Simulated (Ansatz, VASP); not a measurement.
# Two plane-wave programs on LiCuAs2

File POSCAR:

```
LiCuAs2
1.0
    3.6797790000      0.0000000000      0.0000000000
    0.0000000000      3.6797790000      0.0000000000
    0.0000000000      0.0000000000      9.3316220000
Cu Li As
2 2 4
Direct
    0.7500000000      0.2500000000      0.5000000000
    0.2500000000      0.7500000000      0.5000000000
    0.2500000000      0.2500000000      0.2362400000
    0.7500000000      0.7500000000      0.7637600000
    0.7500000000      0.2500000000      0.0000000000
    0.2500000000      0.7500000000      0.0000000000
    0.7500000000      0.7500000000      0.3348400000
    0.2500000000      0.2500000000      0.6651600000
```

File INCAR.step1:

```
  PREC = Accurate
  ENCUT = 520
  ISMEAR = -1
  SIGMA = 0.0102
  LREAL = F
  LASPH = T
  NELM = 100
  NBANDS = 34
  GGA = PE
  ALGO = Normal
  EDIFF = 1E-4
  LWAVE = T
  LCHARG = F
```

Contents of INCAR.step2:

```
  PREC = Accurate
  ENCUT = 520
  EDIFF = 1E-6
  ISMEAR = -1
  SIGMA = 0.0102
  LREAL = F
  LASPH = T
  NELM = 100
  ALGO = Normal
  ISIF = 2
  LWAVE = F
  LCHARG = F
  METAGGA = R2SCAN
  LMIXTAU = T
  NBANDS = 34
  ISTART = 1
```

Contents of KPOINTS:

```
regular mesh
0
Gamma
  9 9 4
```

Input for Ansatz:

```yaml
crystal:
  lattice:
    - [3.679779, 0.0, 0.0]
    - [0.0, 3.679779, 0.0]
    - [0.0, 0.0, 9.331622]
  atoms:
    - { symbol: Cu, position: [0.75, 0.25, 0.5] }
    - { symbol: Cu, position: [0.25, 0.75, 0.5] }
    - { symbol: Li, position: [0.25, 0.25, 0.23624] }
    - { symbol: Li, position: [0.75, 0.75, 0.76376] }
    - { symbol: As, position: [0.75, 0.25, 0.0] }
    - { symbol: As, position: [0.25, 0.75, 0.0] }
    - { symbol: As, position: [0.75, 0.75, 0.33484] }
    - { symbol: As, position: [0.25, 0.25, 0.66516] }
  symmetry: { tolerance: 0.0003 }
kpoints:
  mp_grid: { grid: [9, 9, 4], shift: [0, 0, 0] }
  band_path:
    path:
      - [0.0, 0.0, 0.0]
      - [0.0, 0.5, 0.0]
      - [0.5, 0.5, 0.0]
      - [0.0, 0.0, 0.0]
      - [0.0, 0.0, 0.5]
      - [0.0, 0.5, 0.5]
      - [0.5, 0.5, 0.5]
      - [0.0, 0.0, 0.5]
      - [0.0, 0.5, 0.0]
      - [0.0, 0.5, 0.5]
      - [0.5, 0.5, 0.0]
    npoints: 6
magnetization:
  spin_polarized: false
scf:
  occupations: { method: fermi_dirac, width: 0.0102 }
  lower_state_search: "off"
  max_iter: 200
hamiltonian:
  pseudopotentials: { kind: paw }
  xc: r2scan
basis:
  ecutwfc: 500
  fft_grid_basis: typed
output:
  forces: true
  stress: true
  eigenvalues: true
  bader: true
  populations: true
  elf: true
  write_potential: true
  volumetric_format: npy
  dos:
    e_range: [-12, 8]
    de: 0.05
    projected: { site_lists: { As: [As], Cu: [Cu], Li: [Li] } }
checkpoint:
  read: saved_state
```

Alike in both runs: task single point; functional r2SCAN; k mesh 9 × 9 × 4; occupations fermi-dirac, width 0.0102 eV; no spin polarisation.

|  | VASP | Ansatz |
| --- | --- | --- |
| version | VASP 6.6.1 | Ansatz 0.2.0 |
| potentials or method | VASP PAW PBE potentials, release 64 (Cu, Li_sv, As), cutoff 520 eV | PAW plane waves |
| valence electrons in the cell | 48 | 104 |

|  | VASP | Ansatz | Ansatz less VASP |
| --- | --- | --- | --- |
| rms of the force components (eV/Å) | 0.101 | 0.084 | -0.0171 |

VASP's potentials were made for PBE, not for r2SCAN. Atom by atom the forces differ by 0.023 eV/Å (rms over components). VASP's potentials hold 48 valence electrons a cell and Ansatz's 104, so a difference there can come from the potentials and not from the codes.

Noted on VASP's run: the cutoff is under 1.25 times that of the potentials, so the pressure is a little rough.
